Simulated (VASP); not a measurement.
Here is a VASP 6.6.1 calculation.

File INCAR:

```
PREC = Accurate ; ENCUT = 520
EDIFF = 1E-6 ; ISMEAR = 0
SIGMA = 0.01 ; LREAL = F
LASPH = T ; NELM = 80
ALGO = Normal ; ISIF = 2
LWAVE = F ; LCHARG = F
GGA = CA ; NBANDS = 26
```

File KPOINTS:

```
regular mesh
0
Gamma
  12 12 4
```

POSCAR

```
CdS
1.0
    3.8410415901      0.0000000000      0.0000000000
   -1.9205207951      3.3264395940      0.0000000000
    0.0000000000      0.0000000000      6.4452706107
Cd S
2 2
Direct
    0.0000000000      0.0000000000      0.0000000000
    0.0000000000      0.0000000000      0.5000000000
    0.3333333333      0.6666666667      0.2500000000
    0.6666666667      0.3333333333      0.7500000000
```

Potentials or basis: VASP PAW LDA potentials, release 64 (Cd, S).

Command:

```sh
$ cat potpaw_LDA.64/Cd/POTCAR potpaw_LDA.64/S/POTCAR > POTCAR
$ mpirun -np 1 vasp_std > vasp.out
```

(1) Predict the pressure.

(2) Predict the band gap on the k mesh.

## Answers

(1) -4.3 GPa.

(2) 0.40 eV.

Caveat: the cell stands under tension.
